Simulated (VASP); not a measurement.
# Fe (Im-3m) in VASP: notebook

The runs below take Fe through single point, with PBE.

Program: VASP 6.6.1. These are calculated values, not measurements. Logs are shortened: lines on timing, memory, paths and dates and some standing lists are left out, and cuts for length are marked.

## 1. The cell of the first run

It takes space group Im-3m (No. 229, cubic). The conventional cell has a = 2.886 Å, b = 2.886 Å, c = 2.886 Å, α = 90.00°, β = 90.00°, γ = 90.00°. Within 3.3 Å of Fe (site symmetry m-3m) lie 14 Fe at 2.50 to 2.89 Å.

## 2. Single point, PBE, collinear spin, ferromagnetic start

INCAR reads:

```
SYSTEM = Fe
  PREC = Accurate
  ENCUT = 600
  EDIFF = 1E-6
  ISMEAR = -1
  SIGMA = 0.05
  LREAL = .FALSE.
  LASPH = .TRUE.
  NELM = 200
  ALGO = Normal
  ISIF = 2
  LWAVE = .FALSE.
  LCHARG = .FALSE.
  ISPIN = 2
  MAGMOM = 1.5
  LORBIT = 11
  NUPDOWN = 1.5
  LMAXMIX = 4
  GGA = PE
  NBANDS = 18
  GGA_COMPAT = .FALSE.
```

KPOINTS reads:

```
regular mesh
0
G
  11 11 11
  0 0 0
```

POSCAR reads:

```
Fe
1.0
   -1.4430000000      1.4430000000      1.4430000000
    1.4430000000     -1.4430000000      1.4430000000
    1.4430000000      1.4430000000     -1.4430000000
Fe
1
Direct
    0.0000000000      0.0000000000      0.0000000000
```

Potentials or basis: VASP PAW PBE potentials, release 64 (Fe_sv).

Launch:

```bash
cat potpaw_PBE.64/Fe_sv/POTCAR > POTCAR
mpirun -np 1 vasp_std > vasp.out
```

OUTCAR:

```text
SYSTEM = Fe
   PREC = Accurate
   ENCUT = 600
   EDIFF = 1E-6
   ISMEAR = -1
   LREAL = .FALSE.
   LASPH = .TRUE.
   NELM = 200
   ISIF = 2
   ISPIN = 2
   LORBIT = 11
   NUPDOWN = 1.5
   GGA = PE

 ion  position               nearest neighbor table
   1  0.000  0.000  0.000-

  LATTYP: Found a body centered cubic cell.
 ALAT       =     2.8860000000

  Lattice vectors:

 A1 = (  -1.4430000000,   1.4430000000,   1.4430000000)
 A2 = (   1.4430000000,  -1.4430000000,   1.4430000000)
 A3 = (   1.4430000000,   1.4430000000,  -1.4430000000)

Analysis of symmetry for initial positions (statically):
=====================================================================
 Subroutine PRICEL returns:
 Original cell was already a primitive cell.

 Routine SETGRP: Setting up the symmetry group for a
 body centered cubic supercell.

 Subroutine GETGRP returns: Found 48 space group operations
 (whereof 48 operations were pure point group operations)
 out of a pool of 48 trial point group operations.

The static configuration has the point symmetry O_h .

Analysis of symmetry for dynamics (positions and initial velocities):
=====================================================================
 Subroutine PRICEL returns:
 Original cell was already a primitive cell.

 Routine SETGRP: Setting up the symmetry group for a
 body centered cubic supercell.

 Subroutine GETGRP returns: Found 48 space group operations
 (whereof 48 operations were pure point group operations)
 out of a pool of 48 trial point group operations.

The dynamic configuration has the point symmetry O_h .

Analysis of structural, dynamic, and magnetic symmetry:
=====================================================================
 Subroutine PRICEL returns:
 Original cell was already a primitive cell.

 Routine SETGRP: Setting up the symmetry group for a
 body centered cubic supercell.

 Subroutine GETGRP returns: Found 48 space group operations
 (whereof 48 operations were pure point group operations)
 out of a pool of 48 trial point group operations.

The overall configuration has the point symmetry O_h .

 Subroutine INISYM returns: Found 48 space group operations
 (whereof 48 operations are pure point group operations),
 and found     1 'primitive' translations

----------------------------------------------------------------------------------------

[... 99 lines left out ...]
   TEBEG  =    0.0;   TEEND  =   0.0 temperature during run
   PSTRESS=    0.0 pullay stress
   NELECT =      16.0000    total number of electrons
   NUPDOWN=       1.5000    fix difference up-down
   EMIN   =  10.00;   EMAX   =-10.00  energy-range for DOS
   EFERMI =   0.00;   METHOD = LEGACY
   ISMEAR =    -1;   SIGMA  =   0.05  broadening in eV -4-tet -1-fermi 0-gaus
   EFERMI_NEDOS =   21; number of points for ismear=-14 and -15
   IALGO  =     38    algorithm
   IMIX   =      4    mixing-type and parameters
     AMIX     =   0.40;   BMIX     =  1.00
     AMIX_MAG =   1.60;   BMIX_MAG =  1.00
  volume/ion in A,a.u.               =      12.02        81.11
  Fermi-wavevector in a.u.,A,eV,Ry     =   1.800923  3.403251 44.128101  3.243324
  Thomas-Fermi vector in A             =   2.861551
   LORBIT       =     11    0 simple, 1 ext, 2 COOP (PROOUT), +10 PAW based schemes
   GGA     = PE    functional components
   LHFCALC =     F    Hartree Fock is set to
   AEXX    =    0.0000 exact exchange contribution
   IVDW    =     0    specifies the selected vdW correction
   LEPSILON=     F    determine dielectric tensor
   LRPA    =     F    only Hartree local field effects (RPA)
 spin polarized calculation
  energy-cutoff  :      600.00
  volume of cell :       12.02
 maximum number of plane-waves:       414
   NGX =  9   NGY =  9   NGZ =  9

 number of electron      16.0000007 magnetization       1.5000001

 Free energy of the ion-electron system (eV)
  ---------------------------------------------------
  ext. energy  EPLUGINS =         0.00000000
  ---------------------------------------------------
  free energy    TOTEN  =        -8.16584060 eV

  energy without entropy =       -8.15332703  energy(sigma->0) =       -8.15958381

 E-fermi :  11.6742     XC(G=0): -13.3902

 val. band max:       11.6685966631   @ k =   0.0909   0.0909   0.0909
 cond. band min:      11.1057006621   @ k =  -0.2727   0.2727   0.1818
 fundamental gap:     -0.5628960010
 Fermi energy:        10.9823660698

 spin component 1

 k-point     1 :       0.0000    0.0000    0.0000
  band No.  band energies     occupation
      1     -76.5813      1.00000
      2     -42.4090      1.00000
      3     -42.4090      1.00000
      4     -42.4090      1.00000
      5       3.1059      1.00000
      6       9.3131      1.00000
[... 493 lines left out ...]
     17      50.2259      0.00000
     18      50.5160      0.00000

 [... further k-points ...]

 spin component 2

 k-point     1 :       0.0000    0.0000    0.0000
  band No.  band energies     occupation
      1     -74.7025      1.00000
      2     -40.5642      1.00000
      3     -40.5642      1.00000
      4     -40.5642      1.00000
      5       3.1143      1.00000
      6      10.4490      1.00000
[... 493 lines left out ...]
     17      50.0860      0.00000
     18      50.9258      0.00000

 [... further k-points ...]

------------------------ aborting loop because EDIFF is reached ----------------------------------------

  FORCE on cell =-STRESS in cart. coord.  units (eV):
  Direction    XX          YY          ZZ          XY          YZ          ZX
  --------------------------------------------------------------------------------------
  -------------------------------------------------------------------------------------
  Total       -1.7045183     -1.7045183     -1.7045183      0.0000000     -0.0000000     -0.0000000
  in kB     -227.2235098   -227.2235098   -227.2235098      0.0000000     -0.0000000     -0.0000000
  external PRESSURE =    -227.2235098 kB  Pullay stress =       0.0000000 kB

 VOLUME and BASIS-vectors are now :
 -----------------------------------------------------------------------------
  energy-cutoff  :      600.00
  volume of cell :       12.02
      direct lattice vectors                 reciprocal lattice vectors
    -1.443000000  1.443000000  1.443000000     0.000000000  0.346500347  0.346500347
     1.443000000 -1.443000000  1.443000000     0.346500347  0.000000000  0.346500347
     1.443000000  1.443000000 -1.443000000     0.346500347  0.346500347  0.000000000

 POSITION                                       TOTAL-FORCE (eV/Angst)
 -----------------------------------------------------------------------------------
      0.00000      0.00000      0.00000         0.000000      0.000000     -0.000000
 -----------------------------------------------------------------------------------
    total drift:                                0.000000     -0.000000      0.000000

  FREE ENERGIE OF THE ION-ELECTRON SYSTEM (eV)
  ---------------------------------------------------
  free  energy   TOTEN  =        -8.1658405950 eV

  energy  without entropy=       -8.1533270300  energy(sigma->0) =       -8.15958381

 total charge

# of ion       s       p       d       tot
------------------------------------------
    1        2.176   6.026   5.504  13.706

 magnetization (x)

# of ion       s       p       d       tot
------------------------------------------
    1       -0.002  -0.011   1.567   1.554
```

OSZICAR:

```text
N       E                     dE             d eps       ncg     rms          rms(c)
DAV:   1     0.211993916266E+03    0.21199E+03   -0.92272E+03  4220   0.140E+03
DAV:   2    -0.896121450637E+00   -0.21289E+03   -0.19940E+03  4054   0.425E+02
DAV:   3    -0.931178882536E+01   -0.84157E+01   -0.83168E+01  4786   0.102E+02
DAV:   4    -0.942653922986E+01   -0.11475E+00   -0.11473E+00  4680   0.122E+01
DAV:   5    -0.942923681180E+01   -0.26976E-02   -0.26975E-02  4718   0.192E+00    0.113E+01
DAV:   6    -0.844247880782E+01    0.98676E+00   -0.34304E+00  4434   0.528E+01    0.101E+01
DAV:   7    -0.817763785415E+01    0.26484E+00   -0.63188E-01  4374   0.211E+01    0.384E+00
DAV:   8    -0.817110517119E+01    0.65327E-02   -0.10757E-02  4432   0.124E+00    0.107E+00
DAV:   9    -0.816599569032E+01    0.51095E-02   -0.27296E-03  5882   0.917E-01    0.277E-01
DAV:  10    -0.816580036596E+01    0.19532E-03   -0.10110E-03  4740   0.625E-01    0.778E-02
DAV:  11    -0.816583979590E+01   -0.39430E-04   -0.41895E-05  4460   0.787E-02    0.486E-02
DAV:  12    -0.816584059501E+01   -0.79911E-06   -0.46883E-06  4630   0.310E-02
   1 F= -.81658406E+01 E0= -.81595838E+01  d E =-.125136E-01  mag=     1.5000
```

Wall time 26 s (1 thread of AMD EPYC 7R13 (Zen 3), shared host); peak memory 0.11 GiB.

What came out:

```yaml
Free_energy: -8.1658 eV
Pressure: -22.7 GPa
Net_moment: 1.50 μB per cell
Site_moments: Fe +1.55 μB
Valence_electrons_inside_the_program's_atomic_spheres: Fe 13.71
```

Caveat: the cell stands under tension; the total moment is fixed, so each spin has its own Fermi level and the state may be an excited one.

## 3. Single point, PBE, collinear spin, ferromagnetic start

INCAR reads:

```
PREC = Accurate
ENCUT = 690
EDIFF = 1E-6
ISMEAR = 0
SIGMA = 0.015
LREAL = F
LASPH = T
NELM = 200
ALGO = Normal
ISIF = 2
LWAVE = F
LCHARG = F
ISPIN = 2
MAGMOM = 3
LORBIT = 11
LMAXMIX = 4
GGA = PE
NBANDS = 18
GGA_COMPAT = F
```

KPOINTS reads:

```
regular mesh
0
Gamma
  13 13 13
```

POSCAR is that of step 2.

Potentials or basis: VASP PAW PBE potentials, release 64 (Fe_sv).

Launch:

```bash
cat potpaw_PBE.64/Fe_sv/POTCAR > POTCAR
mpirun -np 1 vasp_std > vasp.out
```

Run time: 2.2 min. Hardware: 1 thread of AMD EPYC, shared host; peak memory 0.14 GiB.

The run converged. Its results:

* Free energy: -8.3305 eV
* Pressure: -11.0 GPa
* Net moment: 2.25 μB per cell
* Site moments: Fe +2.27 μB
* Valence electrons inside the program's atomic spheres: Fe 13.71

Levels at points of the mesh, in eV from the Fermi level:
Spin up:
| k point | band 7 | band 8 | band 9 | band 10 | band 11 | band 12 |
| --- | --- | --- | --- | --- | --- | --- |
| (0.00, 0.00, 0.00) | -2.17 | -2.17 | -1.06 | -1.06 | 24.00 | 24.00 |
Spin down:
| k point | band 4 | band 5 | band 6 | band 7 | band 8 | band 9 | band 10 | band 11 |
| --- | --- | --- | --- | --- | --- | --- | --- | --- |
| (0.00, 0.00, 0.00) | -51.17 | -8.00 | -0.19 | -0.19 | -0.19 | 1.77 | 1.77 | 23.72 |

Caveat: the cell stands under tension.

## 4. Single point, PBE, collinear spin, ferromagnetic start

INCAR reads:

```
  ALGO = Normal
  EDIFF = 1E-7
  ENCUT = 450
  ISIF = 2
  ISMEAR = 1
  ISPIN = 2
  LASPH = True
  LCHARG = False
  LMAXMIX = 4
  LORBIT = 11
  LREAL = False
  LWAVE = False
  MAGMOM = 3
  NELM = 100
  PREC = Accurate
  SIGMA = 0.1
```

KPOINTS reads:

```
k-points
0
Gamma
  11 11 11
```

POSCAR is that of step 3.

Potentials or basis: VASP PAW PBE potentials, release 64 (Fe).

Launch:

```bash
cat potpaw_PBE.64/Fe/POTCAR > POTCAR
mpirun -np 1 vasp_std > vasp.out
```

Run time: 30 s. Hardware: 1 thread of AMD EPYC, shared host; peak memory 0.09 GiB.

Results (log left out):

* Free energy: -8.2212 eV
* Pressure: -10.0 GPa
* Net moment: 2.27 μB per cell
* Site moments: Fe +2.28 μB
* Valence electrons inside the program's atomic spheres: Fe 7.16

Levels at points of the mesh, in eV from the Fermi level:
Spin up:
| k point | band 3 | band 4 | band 5 | band 6 | band 7 | band 8 |
| --- | --- | --- | --- | --- | --- | --- |
| (0.00, 0.00, 0.00) | -2.13 | -2.13 | -1.03 | -1.03 | 24.55 | 24.55 |
Spin down:
```csv
k point,band 1,band 2,band 3,band 4,band 5,band 6,band 7
"(0.00, 0.00, 0.00)",-7.87,-0.14,-0.14,-0.14,1.78,1.78,24.27
```

Caveat: the cell stands under tension.

## 5. Summary

| potentials or basis | fixed moment (μB) | k mesh | cutoff (eV) | smearing | dipole correction | gap on the mesh (eV) | pressure (GPa) | moment (μB) |
| --- | --- | --- | --- | --- | --- | --- | --- | --- |
| VASP PAW PBE potentials, release 64 (Fe_sv) | 1.5 | 11 × 11 × 11 | 600 | fermi-dirac 0.05 eV | no | - | -22.7 | 1.50 |
| VASP PAW PBE potentials, release 64 (Fe_sv) | - | 13 × 13 × 13 | 690 | gaussian 0.015 eV | no | none | -11.0 | 2.25 |
| VASP PAW PBE potentials, release 64 (Fe) | - | 11 × 11 × 11 | 450 | methfessel-paxton 0.1 eV | - | none | -10.0 | 2.27 |

Alike in all rows: task single point; level PBE; spin collinear, ferromagnetic start; cell as given.

Caveats: the cell stands under tension; the total moment is fixed, so each spin has its own Fermi level and the state may be an excited one (at least some runs).

Total energies depend on the potentials used, so only differences within one code and one set of settings carry meaning.

The gap in the log of VASP goes by the Fermi energy; the results here count the filled bands.